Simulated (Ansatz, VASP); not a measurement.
# AlSi8O16: VASP beside Ansatz

```xyz
25
Lattice="-4.9501 -4.9501 0.0000 4.9501 -4.9501 0.0000 0.0000 0.0000 6.8760" Properties=species:S:1:pos:R:3 pbc="T T T"
Si    1.2526   -3.5007    0.0248
Si    1.0533   -0.9454    1.5577
Si   -1.5727   -6.6202    3.3512
Si    3.9084   -3.9570    5.3681
Si   -3.3237   -3.3518    0.0048
Si    1.0913   -5.9629    1.7926
Si   -1.3693   -1.3064    3.4844
Si   -0.9049   -3.9449    4.9320
O     0.9501   -4.4090    1.3450
O    -3.1055   -6.5532    2.8648
O    -1.2713   -5.3887    4.3240
O     2.9023   -3.5579    6.6339
O    -1.4210   -8.0513    4.0544
O    -0.4452   -6.5487    2.1195
O     0.6231   -2.0398    0.3537
O     0.6225   -4.0061    5.4927
O    -3.6580   -4.2629    1.2989
O     1.9825   -6.1040    3.1268
O     3.7838   -5.5125    4.9353
O    -1.8821   -3.6131    6.1877
O    -1.0586   -2.8847    3.7299
O    -0.4694   -0.7564    2.2730
O     1.7072   -6.7674    0.5309
O     0.4887   -8.5561    5.7531
Al   -1.4741   -6.2001    7.1198
```

Alike in both runs: functional PBE; dispersion D3(BJ); k mesh 2 × 2 × 2; occupations gaussian, width 0.05 eV; collinear spin.

Ansatz relaxed the structure, and its values are those at the end. VASP's run is a single point on that final structure, the one shown.

|  | VASP | Ansatz |
| --- | --- | --- |
| version | VASP 6.6.1 | Ansatz 0.2.0 |
| potentials or method | VASP PAW PBE potentials, release 64 (Si, O, Al), cutoff 520 eV | scalar-relativistic, plane waves, PAW |
| valence electrons in the cell | 131 | 131 |

Ansatz gave:

| Item | Value |
| --- | --- |
| rms of the force components (eV/Å) | 0.010 |
| net moment per atom (μB) | 0.04 |
| size of the moment on the site where the two differ most (μB) | 0.02 |

Task: What did VASP give for the same quantities?

Result: rms of the force components (eV/Å): 0.017; net moment per atom (μB): 0.04; size of the moment on the site where the two differ most (μB): 0.05.

Site moments also hang on the region over which each program counts them.

The k mesh is coarse, so the values compare programs but aren't converged.
